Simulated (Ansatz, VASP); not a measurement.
## Two plane-wave programs on Y3Mg2I2

```
Y Mg I
1.0
     5.05148    0.00000    0.00000
    -2.52574    4.37471    0.00000
     0.00000    0.00000   10.54606
Y Mg I
3 2 2
Cartesian
  0.0000 0.0000 3.7950
  0.0000 0.0000 6.7511
  0.0000 0.0000 0.0000
  0.0000 2.9165 5.2730
  2.5257 1.4582 5.2730
  0.0000 2.9165 0.0000
  2.5257 1.4582 0.0000
```

Alike in both runs: task relaxation of cell and atoms; functional PBE; k mesh 6 × 6 × 2; occupations gaussian, width 0.1 eV; no spin polarisation.

|  | VASP | Ansatz |
| --- | --- | --- |
| version | VASP 6.6.1 | Ansatz 0.2.0 |
| potentials or method | VASP PAW PBE potentials, release 64 (Y_sv, Mg, I), cutoff 600 eV | scalar-relativistic, plane waves, PAW |
| valence electrons in the cell | 51 | 87 |

```csv
,VASP,Ansatz,Ansatz less VASP
"gap on the k mesh at the Fermi level, each at its own relaxed structure (eV)",none,none,-
relaxed volume (Å³/atom),39.56,39.57,+0.010
relaxed length of the cell vector where the two differ most in proportion (Å),10.302,10.308,+0.0068
```

A gap of «none» marks a metal or a gap that the smearing closes. VASP's potentials hold 51 valence electrons a cell and Ansatz's 87, so a difference there can come from the potentials and not from the codes.

Neither program's run includes spin-orbit coupling. Noted on VASP's run: the volume moved by over 15 % at a fixed basis, so the end points are rough.
